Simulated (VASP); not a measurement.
Set up this calculation in VASP 6.6.1, as the native input.

| Property | Result |
| --- | --- |
| Task | single point |
| Functional | PBE |
| Potentials or basis | VASP PAW PBE potentials, release 64 (H, Mo_sv, Pb_d) |
| Cutoff | 520 eV |
| k mesh | 4 × 4 × 4 |
| Occupations | gaussian, width 0.1 eV |
| Spin | no spin polarisation |
| Dipole correction | no |
| Further INCAR settings | ALGO = Normal; EDIFF = 1e-06; NBANDS = 24 |

The structure of MoH3Pb lies in POSCAR:

```
MoH3Pb
1.0
    4.1933140500      0.0000000000      0.0000000000
    0.0000000000      4.1933140500      0.0000000000
    0.0000000000      0.0000000000      4.1933140500
H Mo Pb
3 1 1
Direct
    0.0000000000      0.5000000000      0.5000000000
    0.5000000000      0.0000000000      0.5000000000
    0.5000000000      0.5000000000      0.0000000000
    0.5000000000      0.5000000000      0.5000000000
    0.0000000000      0.0000000000      0.0000000000
```

One way to write it, as run:

INCAR

```
  PREC = Accurate
  ENCUT = 520
  EDIFF = 1E-6
  ISMEAR = 0
  SIGMA = 0.1
  LREAL = F
  LASPH = T
  NELM = 100
  ALGO = Normal
  ISIF = 2
  LWAVE = F
  LCHARG = F
  GGA = PE
  NBANDS = 24
```

KPOINTS

```
regular mesh
0
Gamma
  4 4 4
```

Potentials or basis: VASP PAW PBE potentials, release 64 (H, Mo_sv, Pb_d).

Command:

```bash
$ cat potpaw_PBE.64/H/POTCAR potpaw_PBE.64/Mo_sv/POTCAR potpaw_PBE.64/Pb_d/POTCAR > POTCAR
$ mpirun -np 1 vasp_std > vasp.out
```

Results of the run:

| Item | Value |
| --- | --- |
| Pressure | -15.2 GPa |

Caveat: the k points lie up to 0.37 Å⁻¹ apart.

It took 17 s on 1 thread of AMD EPYC 7R13 Processor (Zen 3) (shared host), peak memory 0.15 GiB.
